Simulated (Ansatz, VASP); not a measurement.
Bi2Te3 in VASP and in Ansatz

The input INCAR:

```
ALGO = Normal ; EDIFF = 1E-8
ENCUT = 520 ; ISIF = 2
ISMEAR = -1 ; LASPH = T
LCHARG = F ; LEFG = T
LREAL = F ; LWAVE = F
NBANDS = 32 ; NELM = 80
PREC = Accurate ; SIGMA = 0.08
```

Contents of KPOINTS:

```
k-points
0
Gamma
  8 8 8
```

The input POSCAR:

```
Bi2Te3
1.0
    2.2231275163      1.2835232699     10.0125439065
   -2.2231275163      1.2835232699     10.0125439065
    0.0000000000     -2.5670465399     10.0125439065
Bi Te
2 3
Direct
    0.8120000000      0.8120000000      0.8120000000
    0.4020000000      0.4020000000      0.4020000000
    0.6110000000      0.6110000000      0.6110000000
    0.2000000000      0.2000000000      0.2000000000
    0.0000000000      0.0000000000      0.0000000000
```

Input for Ansatz:

```yaml
crystal:
  lattice:
    - [2.2231275163, 1.2835232699, 10.0125439065]
    - [-2.2231275163, 1.2835232699, 10.0125439065]
    - [0.0, -2.5670465399, 10.0125439065]
  atoms:
    - { symbol: Bi, position: [0.812, 0.812, 0.812] }
    - { symbol: Bi, position: [0.402, 0.402, 0.402] }
    - { symbol: Te, position: [0.611, 0.611, 0.611] }
    - { symbol: Te, position: [0.2, 0.2, 0.2] }
    - { symbol: Te, position: [0.0, 0.0, 0.0] }
kpoints:
  mp_grid: { grid: [8, 8, 8] }
scf:
  occupations: { method: fermi_dirac, width: 0.08 }
hamiltonian:
  xc: lda
  pseudopotentials: { kind: all_electron, datasets: crystal }
output:
  forces: true
  stress: true
  eigenvalues: true
  efg: { contact_densities: true }
```

Change from the starting cell: volume scaled by 1.02, crystal datasets.

Alike in both runs: task electric field gradients; functional LDA; k mesh 8 × 8 × 8; occupations fermi-dirac, width 0.08 eV; no spin polarisation.

```csv
,VASP,Ansatz
version,VASP 6.6.1,Ansatz 0.2.0
potentials or method,"VASP PAW LDA potentials, release 64 (Bi_d, Te), cutoff 520 eV","all-electron PAW with datasets made for the crystal, scalar-relativistic"
```

VASP gave:

* pressure (GPa): -2.7
* traceless stress, the component that is largest in VASP (GPa): -0.74
* rms of the force components (eV/Å): 0.407
* size of Vzz on the site where it differs most (V/Å²): 51.3

Task: Estimate Ansatz's values.

Result: Pressure (GPa): -2.7; traceless stress, the component that is largest in VASP (GPa): -0.74; rms of the force components (eV/Å): 0.399; size of Vzz on the site where it differs most (V/Å²): 58.1.

LDA's correlation is that of Perdew and Zunger in VASP and of Perdew and Wang (1992) in Ansatz. Atom by atom the forces differ by 0.010 eV/Å (rms over components). Ansatz ran all-electron here, and VASP with PAW potentials.

Neither program's run includes spin-orbit coupling.
